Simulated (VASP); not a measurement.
Crystal: MnO.

```
Mn O
1.0
     0.00000    2.22391    2.22391
     2.22391    0.00000    2.22391
     2.22391    2.22391    0.00000
Mn O
1 1
Cartesian
  0.0000 0.0000 0.0000
  2.2239 2.2239 2.2239
```

Base run:

```yaml
Program: VASP 6.6.1
Functional: revPBE
Potentials_or_basis: VASP PAW PBE potentials, release 64 (Mn_pv, O)
Cutoff: 520 eV
k_mesh: 10 × 10 × 10
Occupations: fermi-dirac, width 0.05 eV
Spin: collinear spin, ferromagnetic start
Starting_moments: "[4.0, 0.0] μB"
```

Its results: pressure 4.3 GPa; net moment 4.81 μB per cell; site moments Mn +4.37; O +0.20 μB.

Question: The run is repeated on the same cell with these changes: functional from revPBE to HSE06; k mesh from 10 × 10 × 10 to 5 × 5 × 5. What comes out?

Answer: Pressure 1.4 GPa; net moment 5.00 μB per cell; site moments Mn +4.58; O +0.20 μB.

Several settings changed at once.

Caveats: some runs use coarse meshes; the PAW data sets were made with another functional, which shifts forces and pressure a little; a cell with one magnetic atom can't hold antiferromagnetic order, which such compounds often take; the cell stands under pressure (at least some runs).
